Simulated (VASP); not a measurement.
Input of a VASP 6.6.1 run:

The input POSCAR:

```
P
1.0
    1.6632651726      0.9602865950      2.7084654164
   -1.6632651726      0.9602865950      2.7084654164
    0.0000000000     -1.9205731904      2.7084654163
P
2
Direct
    0.2427832429      0.2427832429      0.2427832429
    0.7572167571      0.7572167571      0.7572167571
```

INCAR.step1

```
  PREC = Accurate
  ENCUT = 520
  ISMEAR = 0
  SIGMA = 0.05
  LREAL = F
  LASPH = T
  NELM = 100
  NBANDS = 12
  GGA = PE
  ALGO = Normal
  EDIFF = 1E-4
  LWAVE = T
  LCHARG = F
```

File INCAR.step2:

```
  PREC = Accurate
  ENCUT = 520
  EDIFF = 1E-6
  ISMEAR = 0
  SIGMA = 0.05
  LREAL = F
  LASPH = T
  NELM = 100
  ALGO = Normal
  ISIF = 2
  LWAVE = F
  LCHARG = F
  METAGGA = R2SCAN
  LMIXTAU = T
  IVDW = 12
  VDW_S6 = 1.0
  VDW_S8 = 0.78981345
  VDW_A1 = 0.49484001
  VDW_A2 = 5.73083694
  NBANDS = 12
  ISTART = 1
```

Contents of KPOINTS:

```
regular mesh
0
Gamma
  16 16 16
```

Potentials or basis: VASP PAW PBE potentials, release 64 (P).

Launch:

```console
$ cat potpaw_PBE.64/P/POTCAR > POTCAR
$ cp INCAR.step1 INCAR
$ mpirun -np 1 vasp_std > vasp.out
$ cp INCAR.step2 INCAR
$ mpirun -np 1 vasp_std > vasp.out
```

Predict the pressure.

14.0 GPa.

What does it give for the band gap on the k mesh?

Zero (band 5 reaches 13.05 eV, above the bottom of band 6 at 10.06 eV).

What does it give for the dispersion energy per atom?

-0.255 eV.

Stress tensor (GPa, compression positive):
```
13.95  0.00  0.00
 0.00 13.95  0.00
 0.00  0.00 14.04
```

Caveat: the PAW data sets were made with another functional, which shifts forces and pressure a little; pairwise dispersion overbinds metals, which lowers pressure and volume.
